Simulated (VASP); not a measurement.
# Ta5N4 in VASP: relaxation of the atoms with PBEsol

Aim: the relaxation of the atoms of Ta5N4 with PBEsol.

Everything below comes from runs of VASP 6.6.1. Logs are shortened: lines on timing, memory, paths and dates and some standing lists are left out, and cuts for length are marked.

**1. The cell of the first run**

The cell holds a slab with vacuum, 9 atoms: a = 2.924 Å, b = 2.924 Å, c = 26.483 Å, α = 90.00°, β = 90.00°, γ = 120.00°.

**2. Relaxation of the atoms, PBEsol**

The input, INCAR:

```
SYSTEM = Ta5N4
PREC = Accurate
ENCUT = 520
EDIFF = 1E-7
ISMEAR = 0
SIGMA = 0.1
LREAL = .False.
LASPH = .True.
NELM = 60
ALGO = Normal
ISIF = 2
LWAVE = .False.
LCHARG = .False.
LDIPOL = .True.
IDIPOL = 3
DIPOL = 0.5 0.5 0.500
GGA = PS
IBRION = 2
NSW = 80
EDIFFG = -0.02
KPAR = 2
```

The input, KPOINTS:

```
regular mesh
0
Gamma
  12 12 1
  0 0 0
```

The input, POSCAR:

```
Ta5N4
1.0
    2.9239890448      0.0000000000      0.0000000000
   -1.4619945224      2.5322487932      0.0000000000
    0.0000000000      0.0000000000     26.4829105703
Ta N
5 4
Direct
    0.3333333333      0.6666666667      0.2832015001
    0.3333333333      0.6666666667      0.3916007500
    0.3333333333      0.6666666667      0.5000000000
    0.3333333333      0.6666666667      0.6083992500
    0.3333333333      0.6666666667      0.7167984999
    0.0000000000      0.0000000000      0.3374011251
    0.0000000000      0.0000000000      0.4458003750
    0.0000000000      0.0000000000      0.5541996250
    0.0000000000      0.0000000000      0.6625988749
```

Potentials or basis: VASP PAW PBE potentials, release 64 (Ta_pv, N).

Launch:

```bash
> cat potpaw_PBE.64/Ta_pv/POTCAR potpaw_PBE.64/N/POTCAR > POTCAR
> mpirun -np 2 vasp_std > vasp.out
```

OUTCAR:

```text
SYSTEM = Ta5N4
   PREC = Accurate
   ENCUT = 520
   EDIFF = 1E-7
   ISMEAR = 0
   LREAL = .False.
   LASPH = .True.
   NELM = 60
   ISIF = 2
   GGA = PS
   IBRION = 2
   NSW = 80
   EDIFFG = -0.02

 ion  position               nearest neighbor table
   1  0.333  0.667  0.283-   6 2.22   6 2.22   6 2.22   2 2.87
   2  0.333  0.667  0.392-   6 2.22   6 2.22   6 2.22   7 2.22   7 2.22   7 2.22   1 2.87   3 2.87

   3  0.333  0.667  0.500-   7 2.22   8 2.22   7 2.22   8 2.22   7 2.22   8 2.22   2 2.87   4 2.87

   4  0.333  0.667  0.608-   9 2.22   9 2.22   9 2.22   8 2.22   8 2.22   8 2.22   5 2.87   3 2.87

   5  0.333  0.667  0.717-   9 2.22   9 2.22   9 2.22   4 2.87
   6  0.000  0.000  0.337-   2 2.22   2 2.22   2 2.22   1 2.22   1 2.22   1 2.22
   7  0.000  0.000  0.446-   2 2.22   3 2.22   2 2.22   3 2.22   2 2.22   3 2.22
   8  0.000  0.000  0.554-   4 2.22   3 2.22   4 2.22   3 2.22   4 2.22   3 2.22
   9  0.000  0.000  0.663-   4 2.22   4 2.22   4 2.22   5 2.22   5 2.22   5 2.22

  LATTYP: Found a hexagonal cell.
 ALAT       =     2.9239890448
 C/A-ratio  =     9.0571168922

  Lattice vectors:

 A1 = (   2.9239890448,   0.0000000000,   0.0000000000)
 A2 = (  -1.4619945224,   2.5322487932,   0.0000000000)
 A3 = (   0.0000000000,   0.0000000000,  26.4829105703)

Analysis of symmetry for initial positions (statically):
=====================================================================
 Subroutine PRICEL returns:
 Original cell was already a primitive cell.

 Routine SETGRP: Setting up the symmetry group for a
 hexagonal supercell.

 Subroutine GETGRP returns: Found 12 space group operations
 (whereof 12 operations were pure point group operations)
 out of a pool of 24 trial point group operations.

The static configuration has the point symmetry D_3h.

Analysis of symmetry for dynamics (positions and initial velocities):
=====================================================================
 Subroutine PRICEL returns:
 Original cell was already a primitive cell.

 Routine SETGRP: Setting up the symmetry group for a
 hexagonal supercell.

 Subroutine GETGRP returns: Found 12 space group operations
 (whereof 12 operations were pure point group operations)
 out of a pool of 24 trial point group operations.

The dynamic configuration has the point symmetry D_3h.

 Subroutine INISYM returns: Found 12 space group operations
 (whereof 12 operations are pure point group operations),
 and found     1 'primitive' translations

----------------------------------------------------------------------------------------

                                     Primitive cell

  volume of cell :     196.0866

  direct lattice vectors                    reciprocal lattice vectors
     2.923989045  0.000000000  0.000000000     0.341998545  0.197452952  0.000000000
    -1.461994522  2.532248793  0.000000000     0.000000000  0.394905904  0.000000000
     0.000000000  0.000000000 26.482910570     0.000000000  0.000000000  0.037760200

  length of vectors
     2.923989045  2.923989045 26.482910570     0.394905904  0.394905904  0.037760200

  position of ions in fractional coordinates (direct lattice)
     0.333333333  0.666666667  0.283201500
     0.333333333  0.666666667  0.391600750
     0.333333333  0.666666667  0.500000000
     0.333333333  0.666666667  0.608399250
     0.333333333  0.666666667  0.716798500
     0.000000000  0.000000000  0.337401125
     0.000000000  0.000000000  0.445800375
     0.000000000  0.000000000  0.554199625
     0.000000000  0.000000000  0.662598875

  ion indices of the primitive-cell ions
   primitive index   ion index
                 1           1
                 2           2
                 3           3
                 4           4
                 5           5
                 6           6
                 7           7
                 8           8
                 9           9

----------------------------------------------------------------------------------------

 KPOINTS: regular mesh

Automatic generation of k-mesh.
 Grid dimensions read from file:
 generate k-points for:   12   12    1

 Generating k-lattice:

  Cartesian coordinates                     Fractional coordinates (reciprocal lattice)
     0.028499879  0.016454413  0.000000000     0.083333333  0.000000000  0.000000000
     0.000000000  0.032908825  0.000000000     0.000000000  0.083333333  0.000000000
     0.000000000  0.000000000  0.037760200     0.000000000  0.000000000  1.000000000

  Length of vectors
     0.032908825  0.032908825  0.037760200

  Shift w.r.t. Gamma in fractional coordinates (k-lattice)
     0.000000000  0.000000000  0.000000000

 Subroutine IBZKPT returns following result:
 ===========================================

 Found     19 irreducible k-points:

 Following reciprocal coordinates:
            Coordinates               Weight
  0.000000  0.000000  0.000000      1.000000
  0.083333  0.000000  0.000000      6.000000
  0.166667  0.000000  0.000000      6.000000
  0.250000 -0.000000  0.000000      6.000000
  0.333333  0.000000  0.000000      6.000000
  0.416667  0.000000  0.000000      6.000000
[... 11 lines left out ...]
  0.333333  0.250000  0.000000     12.000000
  0.333333  0.333333  0.000000      2.000000
   k-points           NKPTS =     19   k-points in BZ     NKDIM =     19   number of bands    NBANDS=     45
   number of dos      NEDOS =    301   number of ions     NIONS =      9
   total plane-waves  NPLWV = 115200
   dimension x,y,z NGX =    24 NGY =   24 NGZ =  200
   dimension x,y,z NGXF=    48 NGYF=   48 NGZF=  400
   ions per type =               5   4
   NGX,Y,Z   is equivalent  to a cutoff of  13.65, 13.65, 12.55 a.u.
   NGXF,Y,Z  is equivalent  to a cutoff of  27.29, 27.29, 25.11 a.u.
 SYSTEM =  Ta5N4
   PREC   = accura    normal or accurate (medium, high low for compatibility)
   ISTART =      0    job   : 0-new  1-cont  2-samecut
   ICHARG =      2    charge: 1-file 2-atom 10-const
   ISPIN  =      1    spin polarized calculation?
   LNONCOLLINEAR =      F non collinear calculations
   LSORBIT =      F    spin-orbit coupling
   LASPH  =      T    aspherical Exc in radial PAW
   ENCUT  =  520.0 eV  38.22 Ry    6.18 a.u.   5.44  5.44 49.24*2*pi/ulx,y,z
   NELM   =     60;   NELMIN=  2; NELMDL= -5     # of ELM steps
   EDIFF  = 0.1E-06   stopping-criterion for ELM
   LREAL  =      F    real-space projection
   EDIFFG = -.2E-01   stopping-criterion for IOM
   NSW    =     80    number of steps for IOM
   IBRION =      2    ionic relax: 0-MD 1-quasi-New 2-CG
   NFREE  =      1    steps in history (QN), initial steepest desc. (CG)
   ISIF   =      2    stress and relaxation
   ISYM   =      2    0-nonsym 1-usesym 2-fastsym
   POTIM  = 0.5000    time-step for ionic-motion
   TEBEG  =    0.0;   TEEND  =   0.0 temperature during run
   PSTRESS=    0.0 pullay stress
   NELECT =      75.0000    total number of electrons
   NUPDOWN=      -1.0000    fix difference up-down
   EMIN   =  10.00;   EMAX   =-10.00  energy-range for DOS
   EFERMI =   0.00;   METHOD = LEGACY
   ISMEAR =     0;   SIGMA  =   0.10  broadening in eV -4-tet -1-fermi 0-gaus
   EFERMI_NEDOS =   21; number of points for ismear=-14 and -15
   IALGO  =     38    algorithm
   IMIX   =      4    mixing-type and parameters
     AMIX     =   0.40;   BMIX     =  1.00
     AMIX_MAG =   1.60;   BMIX_MAG =  1.00
  volume/ion in A,a.u.               =      21.79       147.03
  Fermi-wavevector in a.u.,A,eV,Ry     =   1.188354  2.245664 19.213959  1.412186
  Thomas-Fermi vector in A             =   2.324486
   LORBIT       =      0    0 simple, 1 ext, 2 COOP (PROOUT), +10 PAW based schemes
   GGA     = PS    functional components
   LHFCALC =     F    Hartree Fock is set to
   AEXX    =    0.0000 exact exchange contribution
   IVDW    =     0    specifies the selected vdW correction
   LEPSILON=     F    determine dielectric tensor
   LRPA    =     F    only Hartree local field effects (RPA)
 conjugate gradient relaxation of ions
 non-spin polarized calculation
 Gauss-broadening in eV      SIGMA  =   0.10
  energy-cutoff  :      520.00
  volume of cell :      196.09
 maximum number of plane-waves:      5373
 NGX is ok and might be reduce to    24
   NGX = 11   NGY = 11   NGZ = 99

--------------------------------------- Ionic step        1  -------------------------------------------

 number of electron      75.0000010 magnetization

 Free energy of the ion-electron system (eV)
  ---------------------------------------------------
  ext. energy  EPLUGINS =         0.00000000
  ---------------------------------------------------
  free energy    TOTEN  =      -104.61841897 eV

  energy without entropy =     -104.59986273  energy(sigma->0) =     -104.60914085

------------------------ aborting loop because EDIFF is reached ----------------------------------------

  FORCE on cell =-STRESS in cart. coord.  units (eV):
  Direction    XX          YY          ZZ          XY          YZ          ZX
  --------------------------------------------------------------------------------------
  -------------------------------------------------------------------------------------
  Total       -3.7230409     -3.7230409      0.1548785      0.0000000      0.0000000      0.0000000
  in kB      -30.4200947    -30.4200947      1.2654758      0.0000000      0.0000000      0.0000000
  external PRESSURE =     -19.8582379 kB  Pullay stress =       0.0000000 kB
[... 110 lines left out ...]
  FREE ENERGIE OF THE ION-ELECTRON SYSTEM (eV)
  ---------------------------------------------------
  free  energy   TOTEN  =      -104.6270499402 eV

  energy  without entropy=     -104.6089183350  energy(sigma->0) =     -104.61798414

 dipolmoment           0.000000      0.000000     -0.000000 electrons x Angstroem

--------------------------------------- Ionic step        4  -------------------------------------------

 number of electron      75.0000009 magnetization

------------------------ aborting loop because EDIFF is reached ----------------------------------------
[... 81 lines left out ...]
--------------------------------------- Ionic step        6  -------------------------------------------

 number of electron      75.0000010 magnetization

 dipolmoment           0.000000      0.000000      0.000000 electrons x Angstroem

 Free energy of the ion-electron system (eV)
  ---------------------------------------------------
  ext. energy  EPLUGINS =         0.00000000
  ---------------------------------------------------
  free energy    TOTEN  =      -104.62777662 eV

  energy without entropy =     -104.60972937  energy(sigma->0) =     -104.61875300

 E-fermi :   1.6569     XC(G=0):  -7.8438

 val. band max:        1.6239682092   @ k =   0.3333   0.1667   0.0000
 cond. band min:       1.6977781556   @ k =   0.0833   0.0000   0.0000
 fundamental gap:      0.0738099464
 Fermi energy:         1.6568906554

 k-point     1 :       0.0000    0.0000    0.0000
  band No.  band energies     occupation
      1     -33.8400      2.00000
      2     -33.5919      2.00000
      3     -33.2795      2.00000
      4     -32.9806      2.00000
      5     -32.9166      2.00000
      6     -32.6992      2.00000
[... 901 lines left out ...]
     44       4.7715      0.00000
     45       5.2359      0.00000

------------------------ aborting loop because EDIFF is reached ----------------------------------------

 vacuum level on the upper side and lower side of the slab       (xc-potential included)        -0.012        -0.012

  FORCE on cell =-STRESS in cart. coord.  units (eV):
  Direction    XX          YY          ZZ          XY          YZ          ZX
  --------------------------------------------------------------------------------------
  -------------------------------------------------------------------------------------
  Total       -3.7024243     -3.7024243     -0.2535275      0.0000000     -0.0000000     -0.0000000
  in kB      -30.2516411    -30.2516411     -2.0715136      0.0000000     -0.0000000     -0.0000000
  external PRESSURE =     -20.8582653 kB  Pullay stress =       0.0000000 kB
[... 24 lines left out ...]
  FREE ENERGIE OF THE ION-ELECTRON SYSTEM (eV)
  ---------------------------------------------------
  free  energy   TOTEN  =      -104.6277766196 eV

  energy  without entropy=     -104.6097293734  energy(sigma->0) =     -104.61875300

 reached required accuracy - stopping structural energy minimisation

 vacuum level on the upper side and lower side of the slab         6.828         6.828
```

It took 9.7 min on 2 MPI ranks of Intel Xeon Platinum 8259CL at 2.50GHz (Skylake/Cascade Lake), shared host; peak memory 0.4 GiB.

What came out:

| Quantity | Value |
| --- | --- |
| Free energy | -104.6278 eV |
| Energy gained by relaxing | 1.0 meV/atom |
| Ionic steps | 6 |
| Largest force after relaxing | 0.009 eV/Å |
| Band gap on the k mesh | zero (an odd number of electrons rules out a gap without spin polarisation) |

Forces on the atoms (eV/Å):
```
Ta   0.000  0.000  0.009
Ta   0.000  0.000  0.003
Ta   0.000  0.000  0.000
Ta   0.000  0.000 -0.003
Ta   0.000  0.000 -0.009
N    0.000  0.000  0.006
N    0.000  0.000  0.000
N    0.000  0.000  0.000
N    0.000  0.000 -0.006
```

Step by step:
| step | energy change (eV) | largest force (eV/Å) | pressure (GPa) |
| --- | --- | --- | --- |
| 1 | 0.0000 | 0.3728 | -1.99 |
| 2 | -0.0053 | 0.3563 | -2.07 |
| 3 | -0.0086 | 0.0858 | -2.05 |
| 4 | -0.0092 | 0.0495 | -2.13 |
| 5 | -0.0093 | 0.0214 | -2.11 |
| 6 | -0.0094 | 0.0093 | -2.09 |

Final structure:
```
Ta N
1.0
     2.92399    0.00000    0.00000
    -1.46199    2.53225    0.00000
     0.00000    0.00000   26.48291
Ta N
5 4
Cartesian
  0.0000 1.6882 7.4951
  0.0000 1.6882 10.3612
  0.0000 1.6882 13.2415
  0.0000 1.6882 16.1217
  0.0000 1.6882 18.9878
  -1.4620 2.5322 8.9497
  -1.4620 2.5322 11.8034
  -1.4620 2.5322 14.6795
  -1.4620 2.5322 17.5332
```

Caveat: the PAW data sets were made with another functional, which shifts forces and pressure a little; spin-orbit coupling is left out, which moves the levels of the heavy elements; an odd number of electrons without spin polarisation forces a metal; a magnetic or distorted state may lie lower.

The gap in the log of VASP goes by the Fermi energy; the results here count the filled bands.